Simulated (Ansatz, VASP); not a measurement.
**One calculation of LiTaBe2N3, two programs**

```
CELL_PARAMETERS angstrom
5.75703 -1.44563 0.00772
5.75703 1.44563 0.00772
-0.08133 0.00000 4.27880
ATOMIC_POSITIONS crystal
Li 0.34000 0.34000 0.27462
Ta 0.72153 0.72153 0.75173
Be 0.49214 0.49214 0.81195
Be 0.13551 0.13551 0.19623
N 0.06891 0.06891 0.84851
N 0.70238 0.70238 0.27743
N 0.35202 0.35202 0.77703
```

Change from the starting cell: species swapped into the In2CuSe3I type (Cm, No. 8).

Alike in both runs: functional PBE; k mesh 12 × 12 × 8; occupations gaussian, width 0.1 eV; no spin polarisation.

Ansatz relaxed the structure, and its values are those at the end. VASP's run is a single point on that final structure, the one shown.

```csv
,VASP,Ansatz
version,VASP 6.6.1,Ansatz 0.2.0
potentials or method,"VASP PAW PBE potentials, release 64 (Li_sv, Ta_pv, Be, N), cutoff 520 eV","scalar-relativistic, plane waves, PAW"
valence electrons in the cell,33,35
```

|  | VASP | Ansatz | Ansatz less VASP |
| --- | --- | --- | --- |
| gap on the k mesh at the Fermi level (eV) | none | none | - |
| rms of the force components (eV/Å) | 0.012 | 0.005 | -0.0076 |

A gap of «none» marks a metal or a gap that the smearing closes. VASP's potentials hold 33 valence electrons a cell and Ansatz's 35, so a difference there can come from the potentials and not from the codes.

Spin-orbit coupling is off throughout. Noted on VASP's run: the cutoff is under 1.25 times that of the potentials, so the pressure is a little rough.
